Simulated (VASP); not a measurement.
Wanted: the native input for a VASP 6.6.1 run.

```yaml
Task: single point
Functional: PBE
Dispersion: D3(BJ)
Potentials_or_basis: VASP PAW PBE potentials, release 64 (O, Sn_d, C)
Cutoff: 520 eV
k_mesh: 7 × 5 × 1
Occupations: gaussian, width 0.1 eV
Spin: no spin polarisation
Dipole_correction: yes
Further_INCAR_settings: ALGO = Normal; EDIFF = 1e-07; NBANDS = 56
```

The structure of Sn4CO5 lies in POSCAR:

```
Sn4CO5
1.0
    3.8363720854      0.0000000000      0.0000000000
    0.0000000000      6.1139355937      0.0000000000
    0.0000000000      0.0000000000     23.2716647157
O Sn C
5 4 1
Direct
    0.0000000000      0.3937311051      0.1718828476
    0.5000000000      0.5905966576      0.2360622870
    0.0000000000      0.7891442786      0.2999263603
    0.5000000000      0.9914786678      0.3618849282
    1.0000000000      1.4914786678      0.4950941351
    0.5000000000      0.2462583311      0.2031056929
    0.0000000000      0.7380694316      0.2048394417
    0.5000000000      0.6484830883      0.3341121374
    0.0000000000      0.1189669940      0.3308043554
    1.0000000000      1.4914786678      0.5445104538
```

These files were run (other wordings do the same):

INCAR

```
PREC     = Accurate       # precision mode
ENCUT    = 520            # plane-wave cutoff, eV
EDIFF    = 1E-7           # SCF threshold, eV
ISMEAR   = 0              # smearing method
SIGMA    = 0.1            # smearing width, eV
LREAL    = F              # projectors in reciprocal space
LASPH    = T              # aspherical terms in the spheres
NELM     = 80             # most SCF steps
ALGO     = Normal         # electronic algorithm
ISIF     = 2              # what is computed and relaxed
LWAVE    = F              # write WAVECAR
LCHARG   = F              # write CHGCAR
LDIPOL   = T            
IDIPOL   = 3            
DIPOL    = 0.5 0.5 0.318
GGA      = PE             # functional
IVDW     = 12             # dispersion correction
NBANDS   = 56             # bands
```

KPOINTS

```
regular mesh
0
Gamma
  7 5 1
```

Potentials or basis: VASP PAW PBE potentials, release 64 (O, Sn_d, C).

Run with:

```sh
$ cat potpaw_PBE.64/O/POTCAR potpaw_PBE.64/Sn_d/POTCAR potpaw_PBE.64/C/POTCAR > POTCAR
$ mpirun -np 1 vasp_std > vasp.out
```

Results of the run:

The largest force is 1.269 eV/Å. The band gap on the k mesh is 0.89 eV (least direct gap 0.94 eV) and the dispersion energy per atom is -0.129 eV.

Caveat: spin-orbit coupling is left out, which moves the levels of the heavy elements.

Run time: 11 min on 1 thread of Intel(R) Xeon(R) 6975P-C (Granite Rapids), with other jobs on the host, peak memory 0.72 GiB.
